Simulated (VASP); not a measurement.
# TiAl3 (P4/mmm) in VASP: single point with LDA

Aim: the single point of TiAl3 with LDA.

Program: VASP 6.6.1. These are calculated values, not measurements. Logs are shortened: lines on timing, memory, paths and dates and some standing lists are left out, and cuts for length are marked.

## (1) The cell of the first run

It takes space group P4/mmm (No. 123, tetragonal). Conventional cell: a = 5.530 Å, b = 5.530 Å, c = 3.911 Å, α = 90.00°, β = 90.00°, γ = 90.00°. Ti (site symmetry mmm) has 12 Al at 2.77 Å within 3.6 Å. Within 3.5 Å of Al (site symmetry m2m) lie 8 Al at 2.66 to 2.87 Å and 4 Ti at 2.77 Å. Al (site symmetry 4/mmm) has 8 Al at 2.71 Å and 4 Ti at 2.77 Å within 3.6 Å. Within 3.6 Å of Al (site symmetry 4/mmm) lie 4 Ti at 2.77 Å and 8 Al at 2.82 Å.

## (2) Single point, LDA (mode 4 frozen in at +0.000 Å and mode 18 at -0.072 Å (largest displacements))

INCAR

```
PREC = Accurate ; ENCUT = 520
EDIFF = 1E-6 ; ISMEAR = 0
SIGMA = 0.15 ; LREAL = False
LASPH = True ; NELM = 80
ALGO = Fast ; ISIF = 2
LWAVE = False ; LCHARG = False
NBANDS = 31
```

KPOINTS

```
Automatic mesh
0
Gamma
  10 8 8
```

POSCAR

```
TiAl3
1.0
   -3.9105245017      0.0000000000      0.0000000000
    0.0000000000      3.9105245017      3.9105245017
    0.0000000000      3.9105245017     -3.9105245017
Ti Al
2 6
Direct
    0.0000000000      0.5000000000      0.5000000000
    0.0000000000      0.0000000000      0.0000000000
    0.5000000000      0.7407940738      0.7592059262
    0.5000000000      0.2592059262      0.2407940738
    0.5000000000      0.7407940738      0.2407940738
    0.5000000000      0.2592059262      0.7592059262
    0.0000000000      0.5000000000      0.0000000000
    0.0000000000      0.0000000000      0.5000000000
```

Potentials or basis: VASP PAW LDA potentials, release 64 (Ti_sv, Al).

Command:

```bash
$ cat potpaw_LDA.64/Ti_sv/POTCAR potpaw_LDA.64/Al/POTCAR > POTCAR
$ mpirun -np 1 vasp_std > vasp.out
```

OUTCAR:

```text
PREC = Accurate
   ENCUT = 520
   EDIFF = 1E-6
   ISMEAR = 0
   LREAL = False
   LASPH = True
   NELM = 80
   ISIF = 2

 ion  position               nearest neighbor table
   1  0.000  0.500  0.500-   7 2.77   8 2.77   7 2.77   8 2.77   3 2.77   4 2.77   5 2.77   6 2.77
                             3 2.77   4 2.77   5 2.77   6 2.77
   2  0.000  0.000  0.000-   7 2.77   8 2.77   8 2.77   7 2.77   3 2.77   4 2.77   5 2.77   6 2.77
                             3 2.77   4 2.77   5 2.77   6 2.77
   3  0.500  0.741  0.759-   5 2.66   6 2.66   7 2.71   7 2.71   1 2.77   1 2.77   2 2.77   2 2.77
                             8 2.82   8 2.82   6 2.87   5 2.87
   4  0.500  0.259  0.241-   5 2.66   6 2.66   7 2.71   7 2.71   1 2.77   1 2.77   2 2.77   2 2.77
                             8 2.82   8 2.82   6 2.87   5 2.87
   5  0.500  0.741  0.241-   3 2.66   4 2.66   7 2.71   7 2.71   1 2.77   1 2.77   2 2.77   2 2.77
                             8 2.82   8 2.82   4 2.87   3 2.87
   6  0.500  0.259  0.759-   3 2.66   4 2.66   7 2.71   7 2.71   1 2.77   1 2.77   2 2.77   2 2.77
                             8 2.82   8 2.82   4 2.87   3 2.87
   7  0.000  0.500  0.000-   3 2.71   4 2.71   5 2.71   6 2.71   3 2.71   4 2.71   5 2.71   6 2.71
                             1 2.77   2 2.77   1 2.77   2 2.77
   8  0.000  0.000  0.500-   1 2.77   2 2.77   2 2.77   1 2.77   5 2.82   6 2.82   3 2.82   4 2.82
                             3 2.82   4 2.82   5 2.82   6 2.82

  LATTYP: Found a simple tetragonal cell.
 ALAT       =     5.5303167863
 C/A-ratio  =     0.7071067812

  Lattice vectors:

 A1 = (   0.0000000000,   3.9105245017,   3.9105245017)
 A2 = (   0.0000000000,   3.9105245017,  -3.9105245017)
 A3 = (  -3.9105245017,   0.0000000000,   0.0000000000)

Analysis of symmetry for initial positions (statically):
=====================================================================
 Subroutine PRICEL returns:
 Original cell was already a primitive cell.

 Routine SETGRP: Setting up the symmetry group for a
 simple tetragonal supercell.

 Subroutine GETGRP returns: Found 16 space group operations
 (whereof  8 operations were pure point group operations)
 out of a pool of 16 trial point group operations.

The static configuration has the point symmetry D_2h.
 The point group associated with its full space group is D_4h.

Analysis of symmetry for dynamics (positions and initial velocities):
=====================================================================
 Subroutine PRICEL returns:
 Original cell was already a primitive cell.

 Routine SETGRP: Setting up the symmetry group for a
 simple tetragonal supercell.

 Subroutine GETGRP returns: Found 16 space group operations
 (whereof  8 operations were pure point group operations)
 out of a pool of 16 trial point group operations.
[... 120 lines left out ...]
   ISIF   =      2    stress and relaxation
   ISYM   =      2    0-nonsym 1-usesym 2-fastsym
   POTIM  = 0.5000    time-step for ionic-motion
   TEBEG  =    0.0;   TEEND  =   0.0 temperature during run
   PSTRESS=    0.0 pullay stress
   NELECT =      42.0000    total number of electrons
   NUPDOWN=      -1.0000    fix difference up-down
   EMIN   =  10.00;   EMAX   =-10.00  energy-range for DOS
   EFERMI =   0.00;   METHOD = LEGACY
   ISMEAR =     0;   SIGMA  =   0.15  broadening in eV -4-tet -1-fermi 0-gaus
   EFERMI_NEDOS =   21; number of points for ismear=-14 and -15
   IALGO  =     68    algorithm
   IMIX   =      4    mixing-type and parameters
     AMIX     =   0.40;   BMIX     =  1.00
     AMIX_MAG =   1.60;   BMIX_MAG =  1.00
  volume/ion in A,a.u.               =      14.95       100.89
  Fermi-wavevector in a.u.,A,eV,Ry     =   1.154994  2.182621 18.150311  1.334010
  Thomas-Fermi vector in A             =   2.291626
   LORBIT       =      0    0 simple, 1 ext, 2 COOP (PROOUT), +10 PAW based schemes
   GGA     = CA    functional components
   LHFCALC =     F    Hartree Fock is set to
   AEXX    =    0.0000 exact exchange contribution
   IVDW    =     0    specifies the selected vdW correction
   LEPSILON=     F    determine dielectric tensor
   LRPA    =     F    only Hartree local field effects (RPA)
 non-spin polarized calculation
 RMM-DIIS sequential band-by-band and
 Gauss-broadening in eV      SIGMA  =   0.15
  energy-cutoff  :      520.00
  volume of cell :      119.60
 maximum number of plane-waves:      3262
 NGX is ok and might be reduce to    30
   NGX = 15   NGY = 21   NGZ = 21

 number of electron      41.9999990 magnetization

 Free energy of the ion-electron system (eV)
  ---------------------------------------------------
  ext. energy  EPLUGINS =         0.00000000
  ---------------------------------------------------
  free energy    TOTEN  =       -45.32870169 eV

  energy without entropy =      -45.27777914  energy(sigma->0) =      -45.30324041

 E-fermi :   9.2577     XC(G=0): -11.1631

 val. band max:        9.2482856635   @ k =   0.2000   0.1250   0.1250
 cond. band min:       9.2599843736   @ k =   0.2000   0.3750   0.1250
 fundamental gap:      0.0116987101
 Fermi energy:         9.2576517492

 k-point     1 :       0.0000    0.0000    0.0000
  band No.  band energies     occupation
      1     -46.9160      2.00000
      2     -46.9139      2.00000
      3     -23.6363      2.00000
      4     -23.6363      2.00000
      5     -23.6190      2.00000
      6     -23.6156      2.00000
[... 805 lines left out ...]
     30      12.0675      0.00000
     31      12.7949      0.00000

 [... further k-points ...]
[... 5 lines left out ...]
  --------------------------------------------------------------------------------------
  -------------------------------------------------------------------------------------
  Total        0.2422852      0.5776630      0.5776630      0.0000000      0.0000000      0.0000000
  in kB        3.2456552      7.7383809      7.7383809      0.0000000      0.0000000      0.0000000
  external PRESSURE =       6.2408057 kB  Pullay stress =       0.0000000 kB

 VOLUME and BASIS-vectors are now :
 -----------------------------------------------------------------------------
  energy-cutoff  :      520.00
  volume of cell :      119.60
      direct lattice vectors                 reciprocal lattice vectors
    -3.910524502  0.000000000  0.000000000    -0.255720172  0.000000000  0.000000000
     0.000000000  3.910524502  3.910524502     0.000000000  0.127860086  0.127860086
     0.000000000  3.910524502 -3.910524502     0.000000000  0.127860086 -0.127860086

 POSITION                                       TOTAL-FORCE (eV/Angst)
 -----------------------------------------------------------------------------------
      0.00000      3.91052      0.00000        -0.000000      0.000000      0.000000
      0.00000      0.00000      0.00000        -0.000000      0.000000      0.000000
     -1.95526      5.86579     -0.07200        -0.000000      0.000000      0.672975
     -1.95526      1.95526      0.07200         0.000000      0.000000     -0.672975
     -1.95526      3.83852      1.95526         0.000000      0.672975      0.000000
     -1.95526      3.98252     -1.95526         0.000000     -0.672975      0.000000
      0.00000      1.95526      1.95526        -0.000000      0.000000     -0.000000
      0.00000      1.95526     -1.95526        -0.000000      0.000000      0.000000
 -----------------------------------------------------------------------------------
    total drift:                               -0.000000      0.000000     -0.000000

  FREE ENERGIE OF THE ION-ELECTRON SYSTEM (eV)
  ---------------------------------------------------
  free  energy   TOTEN  =       -45.3287016868 eV

  energy  without entropy=      -45.2777791391  energy(sigma->0) =      -45.30324041
```

OSZICAR:

```text
N       E                     dE             d eps       ncg     rms          rms(c)
DAV:   1     0.336689082351E+03    0.33669E+03   -0.18379E+04  5588   0.131E+03
DAV:   2    -0.137974586596E+02   -0.35049E+03   -0.34045E+03  5650   0.369E+02
DAV:   3    -0.467223530163E+02   -0.32925E+02   -0.32073E+02  9318   0.998E+01
[... 26 lines left out ...]
RMM:  30    -0.453286976216E+02   -0.14719E-05   -0.17904E-05  5501   0.126E-02    0.146E-03
RMM:  31    -0.453286991319E+02   -0.15104E-05   -0.17539E-05  5352   0.107E-02    0.237E-03
RMM:  32    -0.453287000479E+02   -0.91598E-06   -0.12053E-05  5385   0.981E-03    0.176E-03
RMM:  33    -0.453287010555E+02   -0.10076E-05   -0.12503E-05  4772   0.830E-03    0.344E-04
RMM:  34    -0.453287016868E+02   -0.63130E-06   -0.82349E-06  5062   0.777E-03
   1 F= -.45328702E+02 E0= -.45303240E+02  d E =-.509225E-01
```

stdout:

```text
POSCAR found type information on POSCAR TiAl
 POSCAR found :  2 types and       8 ions
 scaLAPACK will be used
 LDA part: xc-table for (Slater(with rela. corr.)+CA(PZ))
 , standard interpolation
 POSCAR, INCAR and KPOINTS ok, starting setup
 FFT: planning ... GRIDC
 FFT: planning ... GRID_SOFT
 FFT: planning ... GRID
 WAVECAR not read
 entering main loop
WARNING in EDDRMM: call to ZHEGV failed, returncode =   8  4     29
WARNING in EDDRMM: call to ZHEGV failed, returncode =   6  3     24
WARNING in EDDRMM: call to ZHEGV failed, returncode =   8  4     27
WARNING in EDDRMM: call to ZHEGV failed, returncode =   6  3     10
WARNING in EDDRMM: call to ZHEGV failed, returncode =   6  3     16
WARNING in EDDRMM: call to ZHEGV failed, returncode =   6  3     15
WARNING in EDDRMM: call to ZHEGV failed, returncode =   8  4     21
WARNING in EDDRMM: call to ZHEGV failed, returncode =   6  3     24
WARNING in EDDRMM: call to ZHEGV failed, returncode =   6  3     24
WARNING in EDDRMM: call to ZHEGV failed, returncode =   6  3     11
WARNING in EDDRMM: call to ZHEGV failed, returncode =   6  3     27
WARNING in EDDRMM: call to ZHEGV failed, returncode =   8  4     30
WARNING in EDDRMM: call to ZHEGV failed, returncode =   8  4      9
```

Wall time 6.1 min (1 thread of Intel Xeon 6975P-C (Granite Rapids), shared host); peak memory 0.37 GiB.

Results:

- Free energy: -45.3287 eV
- Pressure: 0.6 GPa
- Largest force: 0.673 eV/Å
- Band gap on the k mesh: zero (band 21 reaches 9.84 eV, above the bottom of band 22 at 8.91 eV)

Forces in eV/Å, atoms in the order of the input:
```
Ti   0.000  0.000  0.000
Ti   0.000  0.000  0.000
Al   0.000  0.000  0.673
Al   0.000  0.000 -0.673
Al   0.000  0.673  0.000
Al   0.000 -0.673  0.000
Al   0.000  0.000  0.000
Al   0.000  0.000  0.000
```

Caveat: the cell differs from its parent crystal (mode 4 frozen in at +0.000 Å and mode 18 at -0.072 Å (largest displacements)).
